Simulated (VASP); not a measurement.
# In (I4/mmm) in VASP: a series of runs

Runs on In. Level: LDA. Tasks: single point.

Everything below comes from runs of VASP 6.6.1. Logs are shortened: lines on timing, memory, paths and dates and some standing lists are left out, and cuts for length are marked.

**1. The cell of the first run**

Symmetry: I4/mmm, No. 139, tetragonal system. Conventional cell: a = 3.241 Å, b = 3.241 Å, c = 4.931 Å, α = 90.00°, β = 90.00°, γ = 90.00°. In (site symmetry 4/mmm) has 12 In at 3.24 to 3.37 Å within 4.3 Å.

**2. Single point, LDA (volume scaled by 0.99)**

Contents of INCAR:

```
SYSTEM = In
PREC = Accurate ; ENCUT = 520
EDIFF = 1E-6 ; ISMEAR = -1
SIGMA = 0.05 ; LREAL = .False.
LASPH = .True. ; NELM = 100
ALGO = Normal ; ISIF = 2
LWAVE = .False. ; LCHARG = .False.
ISYM = 0 ; NBANDS = 12
```

Contents of KPOINTS:

```
regular mesh
0
Gamma
  12 12 14
  0 0 0
```

Contents of POSCAR:

```
In
1.0
   -1.6207113306      1.6207113306      2.4656758579
    1.6207113306     -1.6207113306      2.4656758579
    1.6207113306      1.6207113306     -2.4656758579
In
1
Direct
    0.0000000000      0.0000000000      0.0000000000
```

Potentials or basis: VASP PAW LDA potentials, release 64 (In_d).

On the command line:

```sh
$ cat potpaw_LDA.64/In_d/POTCAR > POTCAR
$ mpirun -np 1 vasp_std > vasp.out
```

OUTCAR:

```text
SYSTEM = In
   PREC = Accurate
   ENCUT = 520
   EDIFF = 1E-6
   ISMEAR = -1
   LREAL = .False.
   LASPH = .True.
   NELM = 100
   ISIF = 2
   ISYM = 0

 ion  position               nearest neighbor table
   1  0.000  0.000  0.000-

IMPORTANT INFORMATION: All symmetrisations will be switched off!
NOSYMM: (Re-)initialisation of all symmetry stuff for point group C_1.

----------------------------------------------------------------------------------------

                                     Primitive cell

  volume of cell :      25.9064

  direct lattice vectors                    reciprocal lattice vectors
    -1.620711331  1.620711331  2.465675858     0.000000000  0.308506512  0.202784157
     1.620711331 -1.620711331  2.465675858     0.308506512  0.000000000  0.202784157
     1.620711331  1.620711331 -2.465675858     0.308506512  0.308506512  0.000000000

  length of vectors
     3.366447366  3.366447366  3.366447366     0.369185160  0.369185160  0.436294094

  position of ions in fractional coordinates (direct lattice)
     0.000000000  0.000000000  0.000000000

  ion indices of the primitive-cell ions
   primitive index   ion index
                 1           1

----------------------------------------------------------------------------------------

 KPOINTS: regular mesh

Automatic generation of k-mesh.
 Grid dimensions read from file:
 generate k-points for:   12   12   14

 Generating k-lattice:

  Cartesian coordinates                     Fractional coordinates (reciprocal lattice)
     0.000000000  0.025708876  0.016898680     0.083333333 -0.000000000  0.000000000
     0.025708876  0.000000000  0.016898680    -0.000000000  0.083333333  0.000000000
     0.022036179  0.022036179  0.000000000     0.000000000  0.000000000  0.071428571

  Length of vectors
     0.030765430  0.030765430  0.031163864

  Shift w.r.t. Gamma in fractional coordinates (k-lattice)
     0.000000000  0.000000000  0.000000000

 -----------------------------------------------------------------------------
|                                                                             |
|           W    W    AA    RRRRR   N    N  II  N    N   GGGG   !!!           |
|           W    W   A  A   R    R  NN   N  II  NN   N  G    G  !!!           |
|           W    W  A    A  R    R  N N  N  II  N N  N  G       !!!           |
|           W WW W  AAAAAA  RRRRR   N  N N  II  N  N N  G  GGG   !            |
|           WW  WW  A    A  R   R   N   NN  II  N   NN  G    G                |
|           W    W  A    A  R    R  N    N  II  N    N   GGGG   !!!           |
|                                                                             |
|     Your reciprocal lattice and k-lattice belong to different lattice       |
|     classes:                                                                |
|                                                                             |
|        The reciprocal lattice is body-centered tetragonal,                  |
|        whereas your k-lattice is base-centered monoclinic.                  |
|                                                                             |
|     Results are often still useful ...                                      |
|                                                                             |
 -----------------------------------------------------------------------------

 WARNING: IBZKPT: internal override: KBLOWUP is changed to .FALSE.
      ... skipping the blow-up phase ...

 Subroutine IBZKPT returns following result:
 ===========================================

 Found   1012 irreducible k-points:

 Following reciprocal coordinates:
            Coordinates               Weight
  0.000000  0.000000  0.000000      1.000000
  0.083333 -0.000000  0.000000      2.000000
  0.166667 -0.000000  0.000000      2.000000
  0.250000 -0.000000  0.000000      2.000000
  0.333333  0.000000  0.000000      2.000000
  0.416667 -0.000000  0.000000      2.000000
[... 16 lines left out ...]
  0.250000  0.166667  0.000000      2.000000
  0.333333  0.166667  0.000000      2.000000
 [... further k-points ...]
   k-points           NKPTS =   1012   k-points in BZ     NKDIM =   1012   number of bands    NBANDS=     12
   number of dos      NEDOS =    301   number of ions     NIONS =      1
   total plane-waves  NPLWV =  21952
   dimension x,y,z NGX =    28 NGY =   28 NGZ =   28
   dimension x,y,z NGXF=    56 NGYF=   56 NGZF=   56
   ions per type =               1
   NGX,Y,Z   is equivalent  to a cutoff of  13.83, 13.83, 13.83 a.u.
   NGXF,Y,Z  is equivalent  to a cutoff of  27.65, 27.65, 27.65 a.u.
 SYSTEM =  In
   PREC   = accura    normal or accurate (medium, high low for compatibility)
   ISTART =      0    job   : 0-new  1-cont  2-samecut
   ICHARG =      2    charge: 1-file 2-atom 10-const
   ISPIN  =      1    spin polarized calculation?
   LNONCOLLINEAR =      F non collinear calculations
   LSORBIT =      F    spin-orbit coupling
   LASPH  =      T    aspherical Exc in radial PAW
   ENCUT  =  520.0 eV  38.22 Ry    6.18 a.u.   6.26  6.26  6.26*2*pi/ulx,y,z
   NELM   =    100;   NELMIN=  2; NELMDL= -5     # of ELM steps
   EDIFF  = 0.1E-05   stopping-criterion for ELM
   LREAL  =      F    real-space projection
   EDIFFG = 0.1E-04   stopping-criterion for IOM
   NSW    =      0    number of steps for IOM
   IBRION =     -1    ionic relax: 0-MD 1-quasi-New 2-CG
   NFREE  =      0    steps in history (QN), initial steepest desc. (CG)
   ISIF   =      2    stress and relaxation
   ISYM   =      0    0-nonsym 1-usesym 2-fastsym
   POTIM  = 0.5000    time-step for ionic-motion
   TEBEG  =    0.0;   TEEND  =   0.0 temperature during run
   PSTRESS=    0.0 pullay stress
   NELECT =      13.0000    total number of electrons
   NUPDOWN=      -1.0000    fix difference up-down
   EMIN   =  10.00;   EMAX   =-10.00  energy-range for DOS
   EFERMI =   0.00;   METHOD = LEGACY
   ISMEAR =    -1;   SIGMA  =   0.05  broadening in eV -4-tet -1-fermi 0-gaus
   EFERMI_NEDOS =   21; number of points for ismear=-14 and -15
   IALGO  =     38    algorithm
   IMIX   =      4    mixing-type and parameters
     AMIX     =   0.40;   BMIX     =  1.00
     AMIX_MAG =   1.60;   BMIX_MAG =  1.00
  volume/ion in A,a.u.               =      25.91       174.83
  Fermi-wavevector in a.u.,A,eV,Ry     =   1.300929  2.458399 23.026712  1.692416
  Thomas-Fermi vector in A             =   2.432096
   LORBIT       =      0    0 simple, 1 ext, 2 COOP (PROOUT), +10 PAW based schemes
   GGA     = CA    functional components
   LHFCALC =     F    Hartree Fock is set to
   AEXX    =    0.0000 exact exchange contribution
   IVDW    =     0    specifies the selected vdW correction
   LEPSILON=     F    determine dielectric tensor
   LRPA    =     F    only Hartree local field effects (RPA)
 non-spin polarized calculation
  energy-cutoff  :      520.00
  volume of cell :       25.91
 maximum number of plane-waves:       717
 NGX is ok and might be reduce to    28
   NGX = 13   NGY = 13   NGZ = 13

 number of electron      13.0000005 magnetization

 Free energy of the ion-electron system (eV)
  ---------------------------------------------------
  ext. energy  EPLUGINS =         0.00000000
  ---------------------------------------------------
  free energy    TOTEN  =        -3.20901735 eV

  energy without entropy =       -3.20494376  energy(sigma->0) =       -3.20698055

 E-fermi :   7.2998     XC(G=0): -10.5732

 val. band max:        7.2994423772   @ k =   0.0833   0.3333   0.0000
 cond. band min:       7.3061345585   @ k =  -0.4167   0.3333   0.2143
 fundamental gap:      0.0066921813
 Fermi energy:         7.2997627793

 k-point     1 :       0.0000    0.0000    0.0000
  band No.  band energies     occupation
      1      -7.3041      2.00000
      2      -7.1943      2.00000
      3      -7.1935      2.00000
      4      -7.1080      2.00000
      5      -7.0007      2.00000
      6      -2.3027      2.00000
      7      17.8380      0.00000
      8      17.8390      0.00000
      9      18.0036      0.00000
     10      19.0364      0.00000
     11      21.4266      0.00000
     12      21.5517      0.00000

 k-point     2 :       0.0833   -0.0000    0.0000
  band No.  band energies     occupation
      1      -7.2928      2.00000
      2      -7.1948      2.00000
      3      -7.1827      2.00000
      4      -7.1054      2.00000
      5      -7.0050      2.00000
      6      -2.1493      2.00000
      7      16.1402      0.00000
      8      17.5858      0.00000
      9      17.6598      0.00000
     10      18.8375      0.00000
     11      21.8204      0.00000
     12      21.9470      0.00000

 k-point     3 :       0.1667   -0.0000    0.0000
  band No.  band energies     occupation
      1      -7.2730      2.00000
      2      -7.2025      2.00000
      3      -7.1578      2.00000
      4      -7.0841      2.00000
      5      -7.0110      2.00000
      6      -1.6843      2.00000
      7      13.2884      0.00000
      8      16.8260      0.00000
      9      17.2860      0.00000
     10      18.7840      0.00000
     11      20.8576      0.00000
     12      22.9425      0.00000

 k-point     4 :       0.2500   -0.0000    0.0000
  band No.  band energies     occupation
      1      -7.2682      2.00000
      2      -7.2227      2.00000
      3      -7.1450      2.00000
      4      -7.0265      2.00000
      5      -6.9971      2.00000
      6      -0.8988      2.00000
      7      10.4864      0.00000
      8      16.0463      0.00000
      9      16.9224      0.00000
     10      18.7368      0.00000
     11      19.9772      0.00000
     12      22.4664      0.00000

 k-point     5 :       0.3333    0.0000    0.0000
  band No.  band energies     occupation
      1      -7.2801      2.00000
      2      -7.2460      2.00000
      3      -7.1556      2.00000
      4      -6.9591      2.00000
      5      -6.9522      2.00000
      6       0.2101      2.00000
      7       7.8938      0.00001
      8      15.4013      0.00000
      9      16.6523      0.00000
     10      18.6659      0.00000
     11      19.3639      0.00000
     12      21.5445      0.00000
[... 228 lines left out ...]
      1      -7.2719      2.00000
      2      -7.1881      2.00000
      3      -7.1513      2.00000
      4      -7.0881      2.00000
      5      -6.9957      2.00000
      6      -1.3396      2.00000
      7      12.5394      0.00000
      8      14.8638      0.00000
      9      17.4311      0.00000
     10      19.4057      0.00000
     11      19.9702      0.00000
     12      21.9288      0.00000

 k-point    22 :       0.1667    0.1667    0.0000
  band No.  band energies     occupation
      1      -7.2523      2.00000
      2      -7.1790      2.00000
      3      -7.1348      2.00000
      4      -7.0962      2.00000
      5      -6.9797      2.00000
      6      -0.6788      2.00000
      7      11.8913      0.00000
      8      12.2491      0.00000
      9      16.7020      0.00000
     10      19.5809      0.00000
     11      20.2872      0.00000
     12      21.2920      0.00000

 k-point    23 :       0.2500    0.1667    0.0000
  band No.  band energies     occupation
      1      -7.2324      2.00000
      2      -7.2041      2.00000
      3      -7.1286      2.00000
      4      -7.0501      2.00000
      5      -6.9685      2.00000
      6       0.2998      2.00000
      7       9.4126      0.00000
      8      11.8761      0.00000
      9      15.6226      0.00000
     10      18.5020      0.00000
     11      20.6492      0.00000
     12      21.8890      0.00000

 k-point    24 :       0.3333    0.1667    0.0000
  band No.  band energies     occupation
      1      -7.2455      2.00000
      2      -7.2077      2.00000
      3      -7.1454      2.00000
      4      -6.9795      2.00000
      5      -6.9565      2.00000
      6       1.5845      2.00000
      7       7.0156      1.99321
      8      11.9472      0.00000
      9      14.6793      0.00000
     10      17.5396      0.00000
     11      20.6875      0.00000
     12      22.4966      0.00000

 [... further k-points ...]

------------------------ aborting loop because EDIFF is reached ----------------------------------------

  FORCE on cell =-STRESS in cart. coord.  units (eV):
  Direction    XX          YY          ZZ          XY          YZ          ZX
  --------------------------------------------------------------------------------------
  -------------------------------------------------------------------------------------
  Total       -0.3771618     -0.3771573     -0.3003170     -0.0308028      0.0272256      0.0272246
  in kB      -23.3254990    -23.3252245    -18.5730494     -1.9049949      1.6837632      1.6837016
  external PRESSURE =     -21.7412576 kB  Pullay stress =       0.0000000 kB

 VOLUME and BASIS-vectors are now :
 -----------------------------------------------------------------------------
  energy-cutoff  :      520.00
  volume of cell :       25.91
      direct lattice vectors                 reciprocal lattice vectors
    -1.620711331  1.620711331  2.465675858     0.000000000  0.308506512  0.202784157
     1.620711331 -1.620711331  2.465675858     0.308506512  0.000000000  0.202784157
     1.620711331  1.620711331 -2.465675858     0.308506512  0.308506512  0.000000000

 POSITION                                       TOTAL-FORCE (eV/Angst)
 -----------------------------------------------------------------------------------
      0.00000      0.00000      0.00000         0.000003      0.000002     -0.000001
 -----------------------------------------------------------------------------------
    total drift:                                0.000003      0.000002     -0.000001

  FREE ENERGIE OF THE ION-ELECTRON SYSTEM (eV)
  ---------------------------------------------------
  free  energy   TOTEN  =        -3.2090173543 eV

  energy  without entropy=       -3.2049437552  energy(sigma->0) =       -3.20698055
```

Run time: 1.9 min. Hardware: 1 thread of Intel Xeon 6975P-C (Granite Rapids), shared host; peak memory 0.39 GiB.

What came out:

```yaml
Free_energy: -3.2090 eV
Pressure: -2.2 GPa
```

Caveat: spin-orbit coupling is left out, which moves the levels of the heavy elements.

**3. Single point, LDA (volume scaled by 1.01)**

Contents of INCAR:

```
SYSTEM = In
PREC = Accurate
ENCUT = 520
EDIFF = 1E-7
ISMEAR = -1
SIGMA = 0.05
LREAL = .FALSE.
LASPH = .TRUE.
NELM = 80
ALGO = Normal
ISIF = 2
LWAVE = .FALSE.
LCHARG = .FALSE.
NBANDS = 12
ISYM = 0
```

Contents of KPOINTS:

```
regular mesh
0
G
  12 12 14
  0 0 0
```

Contents of POSCAR:

```
In
1.0
   -1.6315525314      1.6315525314      2.4821691634
    1.6315525314     -1.6315525314      2.4821691634
    1.6315525314      1.6315525314     -2.4821691634
In
1
Direct
    0.0000000000      0.0000000000      0.0000000000
```

Potentials or basis: VASP PAW LDA potentials, release 64 (In_d).

On the command line:

```sh
$ cat potpaw_LDA.64/In_d/POTCAR > POTCAR
$ mpirun -np 1 vasp_std > vasp.out
```

Wall time 2.1 min (1 thread of Intel Xeon 6975P-C (Granite Rapids), shared host); peak memory 0.39 GiB.

The run converged. Its results:

```
Free energy : -3.2010 eV
Pressure    : -2.9 GPa
```

Stress tensor (GPa, compression positive):
```
-3.06 -0.15  0.15
-0.15 -3.06  0.15
 0.15  0.15 -2.60
```

Levels at points of the mesh, in eV from the Fermi level:
```tsv
k point	band 4	band 5	band 6	band 7	band 8	band 9
(0.00, 0.00, 0.00)	-14.39	-14.29	-9.46	10.36	10.36	10.52
(0.50, 0.00, 0.00)	-14.20	-14.16	-4.32	-3.27	7.42	8.99
(0.00, 0.50, 0.00)	-14.20	-14.16	-4.32	-3.27	7.42	8.99
(0.50, 0.50, 0.00)	-14.18	-14.09	-1.89	-1.73	3.49	3.92
(0.00, 0.00, 0.50)	-14.18	-14.09	-1.89	-1.73	3.49	3.92
(0.50, 0.00, 0.50)	-14.20	-14.16	-4.32	-3.27	7.42	8.99
(0.00, 0.50, 0.50)	-14.20	-14.16	-4.32	-3.27	7.42	8.99
(0.50, 0.50, 0.50)	-14.15	-14.15	-2.97	-2.58	4.68	4.68
```

Caveat: spin-orbit coupling is left out, which moves the levels of the heavy elements.

**4. Single point, LDA (volume scaled by 1.02)**

Contents of INCAR:

```
PREC = Accurate
ENCUT = 520
EDIFF = 1E-6
ISMEAR = -1
SIGMA = 0.05
LREAL = False
LASPH = True
NELM = 100
ALGO = Normal
ISIF = 2
LWAVE = False
LCHARG = False
NBANDS = 12
ISYM = 0
```

Contents of KPOINTS:

```
Automatic mesh
0
Gamma
  12 12 14
```

Contents of POSCAR:

```
In
1.0
   -1.6369195191      1.6369195191      2.4903342523
    1.6369195191     -1.6369195191      2.4903342523
    1.6369195191      1.6369195191     -2.4903342523
In
1
Direct
    0.0000000000      0.0000000000      0.0000000000
```

On the command line:

```sh
$ cat potpaw_LDA.64/In_d/POTCAR > POTCAR
$ mpirun -np 1 vasp_std > vasp.out
```

Run time: 2.1 min. Hardware: 1 thread of Intel Xeon 6975P-C (Granite Rapids), shared host; peak memory 0.39 GiB.

The run converged. Its results:

```yaml
Free_energy: -3.1961 eV
Pressure: -3.2 GPa
```

Stress tensor (GPa, compression positive):
```
-3.38 -0.13  0.14
-0.13 -3.38  0.14
 0.14  0.14 -2.94
```

Levels at points of the mesh, in eV from the Fermi level:
```tsv
k point	band 4	band 5	band 6	band 7	band 8	band 9
(0.00, 0.00, 0.00)	-14.38	-14.28	-9.39	10.28	10.28	10.43
(0.50, 0.00, 0.00)	-14.19	-14.16	-4.32	-3.23	7.36	8.92
(0.00, 0.50, 0.00)	-14.19	-14.16	-4.32	-3.23	7.36	8.92
(0.50, 0.50, 0.00)	-14.18	-14.09	-1.86	-1.75	3.47	3.91
(0.00, 0.00, 0.50)	-14.18	-14.09	-1.86	-1.75	3.47	3.91
(0.50, 0.00, 0.50)	-14.20	-14.16	-4.32	-3.23	7.36	8.92
(0.00, 0.50, 0.50)	-14.20	-14.16	-4.32	-3.23	7.36	8.92
(0.50, 0.50, 0.50)	-14.15	-14.15	-2.98	-2.55	4.66	4.66
```

Caveat: spin-orbit coupling is left out, which moves the levels of the heavy elements.

**5. Overview**

```tsv
cell	gap on the mesh (eV)	pressure (GPa)
a = 3.366 Å, angles 122.4, 122.4, 85.8°, 1 atom	none	-2.2
a = 3.389 Å, angles 122.4, 122.4, 85.8°, 1 atom	none	-2.9
a = 3.400 Å, angles 122.4, 122.4, 85.8°, 1 atom	none	-3.2
```

Alike in all rows: task single point; level LDA; potentials or basis VASP PAW LDA potentials, release 64 (In_d); no spin polarisation; k mesh 12 × 12 × 14; cutoff (eV) 520; smearing fermi-dirac 0.05 eV.

Caveats: spin-orbit coupling is left out, which moves the levels of the heavy elements.

Total energies depend on the potentials used, so only differences within one code and one set of settings carry meaning.
